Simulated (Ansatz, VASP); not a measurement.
## CoPdO2 in VASP and in Ansatz

```
CELL_PARAMETERS angstrom
2.75152 0.00000 0.00000
-1.37576 2.38289 0.00000
0.00000 0.00000 17.11993
ATOMIC_POSITIONS crystal
Co 0.66667 0.33333 0.83333
Co 0.33333 0.66667 0.16667
Co 0.00000 0.00000 0.50000
Pd 0.00000 0.00000 0.00000
Pd 0.66667 0.33333 0.33333
Pd 0.33333 0.66667 0.66667
O 0.33333 0.66667 0.77833
O 0.00000 0.00000 0.88834
O 0.00000 0.00000 0.11166
O 0.66667 0.33333 0.22167
O 0.66667 0.33333 0.44499
O 0.33333 0.66667 0.55501
```

Change from the starting cell: equal strain along all axes, cell held, atoms relaxed: -4.0 %.

Alike in both runs: functional PBE; k mesh 12 × 12 × 2; occupations gaussian, width 0.1 eV; no spin polarisation; Hubbard terms Co d U = 3.32 eV.

Ansatz relaxed the structure, and its values are those at the end. VASP's run is a single point on that final structure, the one shown.

```csv
,VASP,Ansatz
version,VASP 6.6.1,Ansatz 0.2.0
potentials or method,"VASP PAW PBE potentials, release 64 (Co, Pd, O), cutoff 520 eV","scalar-relativistic, plane waves, PAW"
valence electrons in the cell,93,141
```

Ansatz gave:

- gap on the k mesh at the Fermi level (eV): none
- pressure (GPa): 34.6
- rms of the force components (eV/Å): 0.001

**Question.** What did VASP give for the same quantities?

**Answer.** gap on the k mesh at the Fermi level (eV): none; pressure (GPa): 32.2; rms of the force components (eV/Å): 0.061.

The programs project onto different local orbitals, so the same U acts differently, and such runs can settle in different states. A gap of «none» marks a metal or a gap that the smearing closes. Both programs put the cell under a high pressure, so it lies far from rest at this level. VASP's potentials hold 93 valence electrons a cell and Ansatz's 141, so a difference there can come from the potentials and not from the codes. Ansatz's warnings: filled band counts differ across k points, stress scf threshold loose.
